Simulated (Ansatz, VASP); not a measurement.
# TaSn: VASP beside Ansatz

```xyz
4
Lattice="4.7844 0.0000 0.0000 -2.3922 4.1434 0.0000 0.0000 0.0000 5.4796" Properties=species:S:1:pos:R:3 pbc="T T T"
Ta    0.0000    2.7623   -0.3229
Ta    2.3922    1.3811    2.4168
Sn    0.0000    2.7623    2.4167
Sn    2.3922    1.3811    5.1564
```

Alike in both runs: functional r2SCAN; k mesh 6 × 6 × 4; occupations gaussian, width 0.1 eV; no spin polarisation.

Ansatz relaxed the structure, and its values are those at the end. VASP's run is a single point on that final structure, the one shown.

```csv
,VASP,Ansatz
version,VASP 6.6.1,Ansatz 0.2.0
potentials or method,"VASP PAW PBE potentials, release 64 (Ta_pv, Sn_d), cutoff 520 eV","scalar-relativistic, plane waves, PAW"
valence electrons in the cell,50,54
```

```csv
,VASP,Ansatz,Ansatz less VASP
gap on the k mesh at the Fermi level (eV),none,none,-
pressure (GPa),0.3,0.2,-0.14
```

VASP's potentials were made for PBE, not for r2SCAN. A gap of «none» marks a metal or a gap that the smearing closes. VASP's potentials hold 50 valence electrons a cell and Ansatz's 54, so a difference there can come from the potentials and not from the codes.

Spin-orbit coupling is off throughout.
